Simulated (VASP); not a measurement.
# ZnAu (Pm-3m) in VASP: further runs, part 2 of 2

VASP 6.6.1. The steps go on from the part before.

### 5 Single point, r2SCAN

This run uses another cell than the first one, of 15.60 Å³/atom.

The input, POSCAR:

```
ZnAu
1.0
    3.1479927900      0.0000000000      0.0000000000
    0.0000000000      3.1479927900      0.0000000000
    0.0000000000      0.0000000000      3.1479927900
Zn Au
1 1
Direct
    0.5000000000      0.5000000000      0.5000000000
    0.0000000000      0.0000000000      0.0000000000
```

The input, INCAR.step1:

```
  PREC = Accurate
  ENCUT = 520
  ISMEAR = -1
  SIGMA = 0.1
  LREAL = False
  LASPH = True
  NELM = 80
  NBANDS = 18
  GGA = PE
  ALGO = Normal
  EDIFF = 1E-4
  LWAVE = True
  LCHARG = False
```

The input, INCAR.step2:

```
  PREC = Accurate
  ENCUT = 520
  EDIFF = 1E-7
  ISMEAR = -1
  SIGMA = 0.1
  LREAL = False
  LASPH = True
  NELM = 80
  ALGO = Normal
  ISIF = 2
  LWAVE = False
  LCHARG = True
  METAGGA = R2SCAN
  LMIXTAU = True
  LELF = True
  LVHAR = True
  NBANDS = 18
  ISTART = 1
```

The input, KPOINTS:

```
regular mesh
0
Gamma
  11 11 11
```

Potentials or basis: VASP PAW PBE potentials, release 64 (Zn, Au).

On the command line:

```
$ cat potpaw_PBE.64/Zn/POTCAR potpaw_PBE.64/Au/POTCAR > POTCAR
$ cp INCAR.step1 INCAR
$ mpirun -np 1 vasp_std > vasp.out
$ cp INCAR.step2 INCAR
$ mpirun -np 1 vasp_std > vasp.out
```

OUTCAR:

```text
PREC = Accurate
   ENCUT = 520
   EDIFF = 1E-7
   ISMEAR = -1
   LREAL = False
   LASPH = True
   NELM = 80
   ISIF = 2
   METAGGA = R2SCAN
   ISTART = 1

 ion  position               nearest neighbor table
   1  0.500  0.500  0.500-   2 2.73   2 2.73   2 2.73   2 2.73   2 2.73   2 2.73   2 2.73   2 2.73

   2  0.000  0.000  0.000-   1 2.73   1 2.73   1 2.73   1 2.73   1 2.73   1 2.73   1 2.73   1 2.73

  LATTYP: Found a simple cubic cell.
 ALAT       =     3.1479927900

  Lattice vectors:

 A1 = (   3.1479927900,   0.0000000000,   0.0000000000)
 A2 = (   0.0000000000,   3.1479927900,   0.0000000000)
 A3 = (   0.0000000000,   0.0000000000,   3.1479927900)

Analysis of symmetry for initial positions (statically):
=====================================================================
 Subroutine PRICEL returns:
 Original cell was already a primitive cell.

 Routine SETGRP: Setting up the symmetry group for a
 simple cubic supercell.

 Subroutine GETGRP returns: Found 48 space group operations
 (whereof 48 operations were pure point group operations)
 out of a pool of 48 trial point group operations.

The static configuration has the point symmetry O_h .

Analysis of symmetry for dynamics (positions and initial velocities):
=====================================================================
 Subroutine PRICEL returns:
 Original cell was already a primitive cell.

 Routine SETGRP: Setting up the symmetry group for a
 simple cubic supercell.

 Subroutine GETGRP returns: Found 48 space group operations
 (whereof 48 operations were pure point group operations)
 out of a pool of 48 trial point group operations.

The dynamic configuration has the point symmetry O_h .

 Subroutine INISYM returns: Found 48 space group operations
 (whereof 48 operations are pure point group operations),
 and found     1 'primitive' translations

----------------------------------------------------------------------------------------

                                     Primitive cell

  volume of cell :      31.1962

  direct lattice vectors                    reciprocal lattice vectors
     3.147992790  0.000000000  0.000000000     0.317662735  0.000000000  0.000000000
     0.000000000  3.147992790  0.000000000     0.000000000  0.317662735  0.000000000
     0.000000000  0.000000000  3.147992790     0.000000000  0.000000000  0.317662735

  length of vectors
     3.147992790  3.147992790  3.147992790     0.317662735  0.317662735  0.317662735

  position of ions in fractional coordinates (direct lattice)
     0.500000000  0.500000000  0.500000000
     0.000000000  0.000000000  0.000000000

  ion indices of the primitive-cell ions
   primitive index   ion index
                 1           1
                 2           2

----------------------------------------------------------------------------------------

 KPOINTS: regular mesh

Automatic generation of k-mesh.
 Grid dimensions read from file:
 generate k-points for:   11   11   11

 Generating k-lattice:

  Cartesian coordinates                     Fractional coordinates (reciprocal lattice)
     0.028878430  0.000000000  0.000000000     0.090909091  0.000000000  0.000000000
     0.000000000  0.028878430  0.000000000     0.000000000  0.090909091  0.000000000
     0.000000000  0.000000000  0.028878430     0.000000000  0.000000000  0.090909091

  Length of vectors
     0.028878430  0.028878430  0.028878430

  Shift w.r.t. Gamma in fractional coordinates (k-lattice)
     0.000000000  0.000000000  0.000000000

 Subroutine IBZKPT returns following result:
 ===========================================

 Found     56 irreducible k-points:

 Following reciprocal coordinates:
            Coordinates               Weight
  0.000000  0.000000  0.000000      1.000000
  0.090909  0.000000  0.000000      6.000000
  0.181818  0.000000  0.000000      6.000000
  0.272727  0.000000  0.000000      6.000000
  0.363636  0.000000  0.000000      6.000000
  0.454545  0.000000  0.000000      6.000000
[... 16 lines left out ...]
  0.181818  0.090909  0.090909     24.000000
  0.272727  0.090909  0.090909     24.000000
 [... further k-points ...]
   k-points           NKPTS =     56   k-points in BZ     NKDIM =     56   number of bands    NBANDS=     18
   number of dos      NEDOS =    301   number of ions     NIONS =      2
   total plane-waves  NPLWV =  13824
   dimension x,y,z NGX =    24 NGY =   24 NGZ =   24
   dimension x,y,z NGXF=    48 NGYF=   48 NGZF=   48
   ions per type =               1   1
   NGX,Y,Z   is equivalent  to a cutoff of  12.67, 12.67, 12.67 a.u.
   NGXF,Y,Z  is equivalent  to a cutoff of  25.35, 25.35, 25.35 a.u.
 SYSTEM =  unknown system
   PREC   = accura    normal or accurate (medium, high low for compatibility)
   ISTART =      1    job   : 0-new  1-cont  2-samecut
   ICHARG =      0    charge: 1-file 2-atom 10-const
   ISPIN  =      1    spin polarized calculation?
   LNONCOLLINEAR =      F non collinear calculations
   LSORBIT =      F    spin-orbit coupling
   LASPH  =      T    aspherical Exc in radial PAW
   ENCUT  =  520.0 eV  38.22 Ry    6.18 a.u.   5.85  5.85  5.85*2*pi/ulx,y,z
   NELM   =     80;   NELMIN=  2; NELMDL=  0     # of ELM steps
   EDIFF  = 0.1E-06   stopping-criterion for ELM
   LREAL  =      F    real-space projection
   EDIFFG = 0.1E-05   stopping-criterion for IOM
   NSW    =      0    number of steps for IOM
   IBRION =     -1    ionic relax: 0-MD 1-quasi-New 2-CG
   NFREE  =      0    steps in history (QN), initial steepest desc. (CG)
   ISIF   =      2    stress and relaxation
   ISYM   =      2    0-nonsym 1-usesym 2-fastsym
   POTIM  = 0.5000    time-step for ionic-motion
   TEBEG  =    0.0;   TEEND  =   0.0 temperature during run
   PSTRESS=    0.0 pullay stress
   NELECT =      23.0000    total number of electrons
   NUPDOWN=      -1.0000    fix difference up-down
   EMIN   =  10.00;   EMAX   =-10.00  energy-range for DOS
   EFERMI =   0.00;   METHOD = LEGACY
   ISMEAR =    -1;   SIGMA  =   0.10  broadening in eV -4-tet -1-fermi 0-gaus
   EFERMI_NEDOS =   21; number of points for ismear=-14 and -15
   IALGO  =     38    algorithm
   IMIX   =      4    mixing-type and parameters
     AMIX     =   0.40;   BMIX     =  1.00
     AMIX_MAG =   1.60;   BMIX_MAG =  1.00
  volume/ion in A,a.u.               =      15.60       105.26
  Fermi-wavevector in a.u.,A,eV,Ry     =   1.478939  2.794790 29.759503  2.187262
  Thomas-Fermi vector in A             =   2.593159
   LORBIT       =      0    0 simple, 1 ext, 2 COOP (PROOUT), +10 PAW based schemes
   METAGGA = R2SCAN    functional components
   LHFCALC =     F    Hartree Fock is set to
   AEXX    =    0.0000 exact exchange contribution
   IVDW    =     0    specifies the selected vdW correction
   LEPSILON=     F    determine dielectric tensor
   LRPA    =     F    only Hartree local field effects (RPA)
 non-spin polarized calculation
  energy-cutoff  :      520.00
  volume of cell :       31.20
 maximum number of plane-waves:       861
 NGX is ok and might be reduce to    24
   NGX = 11   NGY = 11   NGZ = 11

 number of electron      23.0000001 magnetization

 Free energy of the ion-electron system (eV)
  ---------------------------------------------------
  ext. energy  EPLUGINS =         0.00000000
  ---------------------------------------------------
  free energy    TOTEN  =       -59.94508778 eV

  energy without entropy =      -59.93093270  energy(sigma->0) =      -59.93801024

 E-fermi :   6.9344     XC(G=0): -13.4212

 val. band max:        6.8413288509   @ k =   0.3636   0.2727   0.0909
 cond. band min:       6.9407737702   @ k =   0.3636   0.3636   0.0909
 fundamental gap:      0.0994449193
 Fermi energy:         6.9344452424

 k-point     1 :       0.0000    0.0000    0.0000
  band No.  band energies     occupation
      1      -4.0429      2.00000
      2      -1.5309      2.00000
      3      -1.5309      2.00000
      4      -0.8232      2.00000
      5      -0.8232      2.00000
      6      -0.8232      2.00000
[... 10 lines left out ...]
     17      19.4921      0.00000
     18      26.1410      0.00000
[... 463 lines left out ...]
 k-point    24 :       0.2727    0.0909    0.0909
  band No.  band energies     occupation
      1      -2.4967      2.00000
      2      -1.2310      2.00000
      3      -1.1627      2.00000
      4      -0.8678      2.00000
      5      -0.8670      2.00000
      6      -0.7104      2.00000
[... 10 lines left out ...]
     17      21.1791      0.00000
     18      22.8104      0.00000

 [... further k-points ...]

------------------------ aborting loop because EDIFF is reached ----------------------------------------

  FORCE on cell =-STRESS in cart. coord.  units (eV):
  Direction    XX          YY          ZZ          XY          YZ          ZX
  --------------------------------------------------------------------------------------
  -------------------------------------------------------------------------------------
  Total        0.0681031      0.0681031      0.0681031      0.0000000      0.0000000      0.0000000
  in kB        3.4976508      3.4976508      3.4976508      0.0000000      0.0000000      0.0000000
  external PRESSURE =       3.4976508 kB  Pullay stress =       0.0000000 kB

 VOLUME and BASIS-vectors are now :
 -----------------------------------------------------------------------------
  energy-cutoff  :      520.00
  volume of cell :       31.20
      direct lattice vectors                 reciprocal lattice vectors
     3.147992790  0.000000000  0.000000000     0.317662735  0.000000000  0.000000000
     0.000000000  3.147992790  0.000000000     0.000000000  0.317662735  0.000000000
     0.000000000  0.000000000  3.147992790     0.000000000  0.000000000  0.317662735

 POSITION                                       TOTAL-FORCE (eV/Angst)
 -----------------------------------------------------------------------------------
      1.57400      1.57400      1.57400         0.000000      0.000000      0.000000
      0.00000      0.00000      0.00000         0.000000      0.000000      0.000000
 -----------------------------------------------------------------------------------
    total drift:                                0.000000      0.000000     -0.000000

  FREE ENERGIE OF THE ION-ELECTRON SYSTEM (eV)
  ---------------------------------------------------
  free  energy   TOTEN  =       -59.9450877838 eV

  energy  without entropy=      -59.9309327037  energy(sigma->0) =      -59.93801024
```

Run time: 2 min. Hardware: 1 thread of Intel Xeon 8259CL, shared host; peak memory 0.17 GiB.

Results:

| Property | Result |
| --- | --- |
| Free energy | -59.9451 eV |
| Pressure | 0.3 GPa |
| Band gap on the k mesh | zero (an odd number of electrons rules out a gap without spin polarisation) |

Levels at points of the mesh, in eV from the Fermi level:
```
           k point  band 9  band 10  band 11  band 12  band 13  band 14
(0.00, 0.00, 0.00)   -3.96    -3.96    -3.96     5.32     5.32     5.32
```

Caveat: the PAW data sets were made with another functional, which shifts forces and pressure a little; spin-orbit coupling is left out, which moves the levels of the heavy elements.

### 6 Summary

| cell | k mesh | gap on the mesh (eV) | pressure (GPa) |
| --- | --- | --- | --- |
| a = 3.127 Å, 2 atoms | 11 × 11 × 11 | none | 3.3 |
| a = 3.148 Å, 2 atoms | 10 × 10 × 10 | none | 0.3 |
| a = 3.148 Å, 2 atoms | 11 × 11 × 11 | none | 0.3 |

Alike in all rows: task single point; level r2SCAN; potentials or basis VASP PAW PBE potentials, release 64 (Zn, Au); no spin polarisation; cutoff (eV) 520; smearing fermi-dirac 0.1 eV.

Caveats: the PAW data sets were made with another functional, which shifts forces and pressure a little; spin-orbit coupling is left out, which moves the levels of the heavy elements; the cell stands under pressure (at least some runs).

Total energies depend on the potentials used, so only differences within one code and one set of settings carry meaning.
